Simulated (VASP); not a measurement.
Here is a VASP 6.6.1 calculation.

INCAR

```
SYSTEM = Li
ALGO = Normal
EDIFF = 1E-8
ENCUT = 520
GGA = PE
IBRION = 6
ISIF = 2
ISMEAR = 0
IVDW = 12
LASPH = .TRUE.
LCHARG = .TRUE.
LREAL = .FALSE.
LWAVE = .FALSE.
NELM = 100
NFREE = 2
NSW = 1
POTIM = 0.015
PREC = Accurate
SIGMA = 0.15
```

File KPOINTS:

```
k-points
0
G
  16 16 12
  0 0 0
```

Contents of POSCAR:

```
Li
1.0
    0.0000000000     -2.0886081792     -2.0886081792
    0.0000000000      2.0886081792     -2.0886081792
    4.1772163584      0.0000000000      0.0000000000
Li
2
Direct
    0.5000000000      0.5000000000      0.5000000000
    0.0000000000      0.0000000000      0.0000000000
```

Potentials or basis: VASP PAW PBE potentials, release 64 (Li_sv).

Run with:

```bash
$ cat potpaw_PBE.64/Li_sv/POTCAR > POTCAR
$ mpirun -np 1 vasp_std > vasp.out
```

Task: Estimate the highest phonon frequency at Γ.

Result: 385 cm⁻¹.

Task: What does it give for the dispersion energy per atom?

Result: -0.188 eV.

Phonon frequencies in cm⁻¹ (negative: imaginary):
| q point | frequencies |
| --- | --- |
| (0.000, 0.000, 0.000) | 0 0 0 251 251 385 |

Caveat: the cell differs from its parent crystal (zone-centre modes of this cell by finite displacements).
